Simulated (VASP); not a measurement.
# NbAs (F-43m) in VASP: further runs

Runs on NbAs. Level: r2SCAN. Tasks: single point.

All numbers are computed with VASP 6.6.1; they aren't measurements. Logs are shortened: lines on timing, memory, paths and dates and some standing lists are left out, and cuts for length are marked.

## 1. The cell of the first run

It takes space group F-43m (No. 216, cubic). Conventional cell: a = 5.929 Å, b = 5.929 Å, c = 5.929 Å, α = 90.00°, β = 90.00°, γ = 90.00°. Nb (site symmetry -43m) has 4 As at 2.57 Å within 3.4 Å. Within 3.4 Å of As (site symmetry -43m) lie 4 Nb at 2.57 Å.

## 2. Single point, r2SCAN, collinear spin

The input, POSCAR:

```
NbAs
1.0
    0.0000000000      2.9645284153      2.9645284153
    2.9645284153      0.0000000000      2.9645284153
    2.9645284153      2.9645284153      0.0000000000
Nb As
1 1
Direct
    0.0000000000      0.0000000000      0.0000000000
    0.2500000000      0.2500000000      0.2500000000
```

The input, INCAR.step1:

```
SYSTEM = NbAs
PREC = Accurate
ENCUT = 520
ISMEAR = 0
SIGMA = 0.1
LREAL = .FALSE.
LASPH = .TRUE.
NELM = 150
ISPIN = 2
MAGMOM = 1 0
LMAXMIX = 4
NBANDS = 20
GGA = PE
ALGO = Normal
EDIFF = 1E-4
LWAVE = .TRUE.
LCHARG = .FALSE.
```

The input, INCAR.step2:

```
SYSTEM = NbAs
PREC = Accurate
ENCUT = 520
EDIFF = 1E-7
ISMEAR = 0
SIGMA = 0.1
LREAL = .FALSE.
LASPH = .TRUE.
NELM = 150
ALGO = Normal
ISIF = 2
LWAVE = .FALSE.
LCHARG = .TRUE.
ISPIN = 2
MAGMOM = 1 0
LORBIT = 11
LMAXMIX = 4
METAGGA = R2SCAN
LMIXTAU = .TRUE.
LELF = .TRUE.
LVHAR = .TRUE.
NBANDS = 20
ISTART = 1
```

The input, KPOINTS:

```
Automatic mesh
0
G
  12 12 12
  0 0 0
```

Potentials or basis: VASP PAW PBE potentials, release 64 (Nb_sv, As).

Started as:

```
$ cat potpaw_PBE.64/Nb_sv/POTCAR potpaw_PBE.64/As/POTCAR > POTCAR
$ cp INCAR.step1 INCAR
$ mpirun -np 1 vasp_std > vasp.out
$ cp INCAR.step2 INCAR
$ mpirun -np 1 vasp_std > vasp.out
```

OUTCAR:

```text
SYSTEM = NbAs
   PREC = Accurate
   ENCUT = 520
   EDIFF = 1E-7
   ISMEAR = 0
   LREAL = .FALSE.
   LASPH = .TRUE.
   NELM = 150
   ISIF = 2
   ISPIN = 2
   LORBIT = 11
   METAGGA = R2SCAN
   ISTART = 1

 ion  position               nearest neighbor table
   1  0.000  0.000  0.000-   2 2.57   2 2.57   2 2.57   2 2.57
   2  0.250  0.250  0.250-   1 2.57   1 2.57   1 2.57   1 2.57

  LATTYP: Found a face centered cubic cell.
 ALAT       =     5.9290568306

  Lattice vectors:

 A1 = (   0.0000000000,   2.9645284153,   2.9645284153)
 A2 = (   2.9645284153,   0.0000000000,   2.9645284153)
 A3 = (   2.9645284153,   2.9645284153,   0.0000000000)

Analysis of symmetry for initial positions (statically):
=====================================================================
 Subroutine PRICEL returns:
 Original cell was already a primitive cell.

 Routine SETGRP: Setting up the symmetry group for a
 face centered cubic supercell.

 Subroutine GETGRP returns: Found 24 space group operations
 (whereof 24 operations were pure point group operations)
 out of a pool of 48 trial point group operations.

The static configuration has the point symmetry T_d .

Analysis of symmetry for dynamics (positions and initial velocities):
=====================================================================
 Subroutine PRICEL returns:
 Original cell was already a primitive cell.

 Routine SETGRP: Setting up the symmetry group for a
 face centered cubic supercell.

 Subroutine GETGRP returns: Found 24 space group operations
 (whereof 24 operations were pure point group operations)
 out of a pool of 48 trial point group operations.

The dynamic configuration has the point symmetry T_d .

Analysis of structural, dynamic, and magnetic symmetry:
=====================================================================
 Subroutine PRICEL returns:
 Original cell was already a primitive cell.

 Routine SETGRP: Setting up the symmetry group for a
 face centered cubic supercell.

 Subroutine GETGRP returns: Found 24 space group operations
 (whereof 24 operations were pure point group operations)
 out of a pool of 48 trial point group operations.

The overall configuration has the point symmetry T_d .

 Subroutine INISYM returns: Found 24 space group operations
 (whereof 24 operations are pure point group operations),
 and found     1 'primitive' translations

----------------------------------------------------------------------------------------

                                     Primitive cell

  volume of cell :      52.1071

  direct lattice vectors                    reciprocal lattice vectors
[... 105 lines left out ...]
   IMIX   =      4    mixing-type and parameters
     AMIX     =   0.40;   BMIX     =  1.00
     AMIX_MAG =   1.60;   BMIX_MAG =  1.00
  volume/ion in A,a.u.               =      26.05       175.82
  Fermi-wavevector in a.u.,A,eV,Ry     =   1.148683  2.170695 17.952503  1.319472
  Thomas-Fermi vector in A             =   2.285356
   LORBIT       =     11    0 simple, 1 ext, 2 COOP (PROOUT), +10 PAW based schemes
   METAGGA = R2SCAN    functional components
   LHFCALC =     F    Hartree Fock is set to
   AEXX    =    0.0000 exact exchange contribution
   IVDW    =     0    specifies the selected vdW correction
   LEPSILON=     F    determine dielectric tensor
   LRPA    =     F    only Hartree local field effects (RPA)
 spin polarized calculation
 Gauss-broadening in eV      SIGMA  =   0.10
  energy-cutoff  :      520.00
  volume of cell :       52.11
 maximum number of plane-waves:      1424
   NGX = 15   NGY = 15   NGZ = 15

 number of electron      18.0000001 magnetization       1.7593900

 Free energy of the ion-electron system (eV)
  ---------------------------------------------------
  ext. energy  EPLUGINS =         0.00000000
  ---------------------------------------------------
  free energy    TOTEN  =       -39.25109087 eV

  energy without entropy =      -39.23939028  energy(sigma->0) =      -39.24524058

 E-fermi :   5.1612     XC(G=0): -10.0926

 val. band max:        5.1570050808   @ k =  -0.4167   0.4167   0.0000
 cond. band min:       5.1718113606   @ k =  -0.4167   0.3333   0.0000
 fundamental gap:      0.0148062798
 Fermi energy:         5.1612250627

 spin component 1

 k-point     1 :       0.0000    0.0000    0.0000
  band No.  band energies     occupation
      1     -52.2528      1.00000
      2     -27.7348      1.00000
      3     -27.7348      1.00000
      4     -27.7348      1.00000
      5      -6.6759      1.00000
      6       1.6929      1.00000
[... 541 lines left out ...]
     19      18.5050      0.00000
     20      18.5390      0.00000

 [... further k-points ...]

 spin component 2

 k-point     1 :       0.0000    0.0000    0.0000
  band No.  band energies     occupation
      1     -51.0835      1.00000
      2     -26.3488      1.00000
      3     -26.3488      1.00000
      4     -26.3488      1.00000
      5      -6.7140      1.00000
      6       2.1722      1.00000
[... 541 lines left out ...]
     19      19.0976      0.00000
     20      19.1071      0.00000

 [... further k-points ...]
[... 5 lines left out ...]
  --------------------------------------------------------------------------------------
  -------------------------------------------------------------------------------------
  Total       -0.6298025     -0.6298025     -0.6298025      0.0000000     -0.0000000      0.0000000
  in kB      -19.3650278    -19.3650278    -19.3650278      0.0000000     -0.0000000      0.0000000
  external PRESSURE =     -19.3650278 kB  Pullay stress =       0.0000000 kB

 VOLUME and BASIS-vectors are now :
 -----------------------------------------------------------------------------
  energy-cutoff  :      520.00
  volume of cell :       52.11
      direct lattice vectors                 reciprocal lattice vectors
     0.000000000  2.964528415  2.964528415    -0.168660890  0.168660890  0.168660890
     2.964528415  0.000000000  2.964528415     0.168660890 -0.168660890  0.168660890
     2.964528415  2.964528415  0.000000000     0.168660890  0.168660890 -0.168660890

 POSITION                                       TOTAL-FORCE (eV/Angst)
 -----------------------------------------------------------------------------------
      0.00000      0.00000      0.00000         0.000000      0.000000      0.000000
      1.48226      1.48226      1.48226        -0.000000     -0.000000     -0.000000
 -----------------------------------------------------------------------------------
    total drift:                                0.000000      0.000000      0.000000

  FREE ENERGIE OF THE ION-ELECTRON SYSTEM (eV)
  ---------------------------------------------------
  free  energy   TOTEN  =       -39.2510908742 eV

  energy  without entropy=      -39.2393902765  energy(sigma->0) =      -39.24524058

 total charge

# of ion       s       p       d       tot
------------------------------------------
    1        2.149   5.962   2.515  10.627
    2        1.205   1.697   0.048   2.950
--------------------------------------------------
tot          3.354   7.659   2.563  13.576

 magnetization (x)

# of ion       s       p       d       tot
------------------------------------------
    1        0.018   0.007   1.387   1.412
    2       -0.015  -0.115   0.033  -0.097
--------------------------------------------------
tot          0.003  -0.107   1.419   1.315
```

OUTCAR.step1:

```text
SYSTEM = NbAs
   PREC = Accurate
   ENCUT = 520
   ISMEAR = 0
   LREAL = .FALSE.
   LASPH = .TRUE.
[... 1346 lines left out ...]
      0.00000      0.00000      0.00000        -0.000000     -0.000000     -0.000000
      1.48226      1.48226      1.48226         0.000000      0.000000      0.000000
 -----------------------------------------------------------------------------------
    total drift:                                0.000000      0.000000      0.000000

  FREE ENERGIE OF THE ION-ELECTRON SYSTEM (eV)
  ---------------------------------------------------
  free  energy   TOTEN  =       -14.2574290432 eV

  energy  without entropy=      -14.2407659582  energy(sigma->0) =      -14.24909750
```

It took 4.6 min on 1 thread of Intel Xeon Platinum 8488C (Sapphire Rapids), shared host; peak memory 0.29 GiB.

Results:

```yaml
Free_energy: -39.2511 eV
Pressure: -1.9 GPa
Net_moment: 1.76 μB per cell
Site_moments: Nb +1.41; As -0.10 μB
Valence_electrons_inside_the_program's_atomic_spheres: Nb 10.63; As 2.95
```

Caveat: the PAW data sets were made with another functional, which shifts forces and pressure a little.

## 3. Single point, r2SCAN

This run uses another cell than the first one, of 20.04 Å³/atom.

The input, POSCAR:

```
NbAs
1.0
    0.0000000000      2.7162797754      2.7162797754
    2.7162797754      0.0000000000      2.7162797754
    2.7162797754      2.7162797754      0.0000000000
Nb As
1 1
Direct
    0.0000000000      0.0000000000      0.0000000000
    0.2500000000      0.2500000000      0.2500000000
```

The input, INCAR.step1:

```
SYSTEM = NbAs
PREC = Accurate ; ENCUT = 550
ISMEAR = 0 ; SIGMA = 0.1
LREAL = .FALSE. ; LASPH = .TRUE.
NELM = 120 ; NBANDS = 16
GGA = PE ; ALGO = Normal
EDIFF = 1E-5 ; LWAVE = .TRUE.
LCHARG = .FALSE. ; GGA_COMPAT = .FALSE.
```

The input, INCAR.step2:

```
SYSTEM = NbAs
PREC = Accurate ; ENCUT = 550
EDIFF = 1E-6 ; ISMEAR = 0
SIGMA = 0.1 ; LREAL = .FALSE.
LASPH = .TRUE. ; NELM = 120
ALGO = Normal ; ISIF = 2
LWAVE = .FALSE. ; LCHARG = .TRUE.
METAGGA = R2SCAN ; LMIXTAU = .TRUE.
LELF = .TRUE. ; LVHAR = .TRUE.
NBANDS = 16 ; ISTART = 1
GGA_COMPAT = .FALSE.
```

The input, KPOINTS:

```
regular mesh
0
G
  12 12 12
  0 0 0
```

Potentials or basis: VASP PAW PBE potentials, release 64 (Nb_sv, As).

Started as:

```
$ cat potpaw_PBE.64/Nb_sv/POTCAR potpaw_PBE.64/As/POTCAR > POTCAR
$ cp INCAR.step1 INCAR
$ mpirun -np 1 vasp_std > vasp.out
$ cp INCAR.step2 INCAR
$ mpirun -np 1 vasp_std > vasp.out
```

Wall time 6.1 min (1 thread of Intel Xeon 8259CL, shared host); peak memory 0.2 GiB.

The run converged. Its results:

- Free energy: -38.5717 eV
- Pressure: 28.0 GPa
- Band gap on the k mesh: zero (bands 9 and 10 overlap by 0.74 eV)

Levels at points of the mesh, in eV from the Fermi level:
```csv
k point,band 7,band 8,band 9,band 10,band 11,band 12
"(0.00, 0.00, 0.00)",-4.45,-4.45,0.00,0.00,3.34,6.78
"(0.50, 0.00, 0.00)",-3.90,-3.90,0.54,0.54,0.96,4.14
"(0.50, 0.50, 0.00)",-2.44,-2.44,-1.52,1.10,1.49,1.72
```

Caveat: the cell stands under pressure; the PAW data sets were made with another functional, which shifts forces and pressure a little.
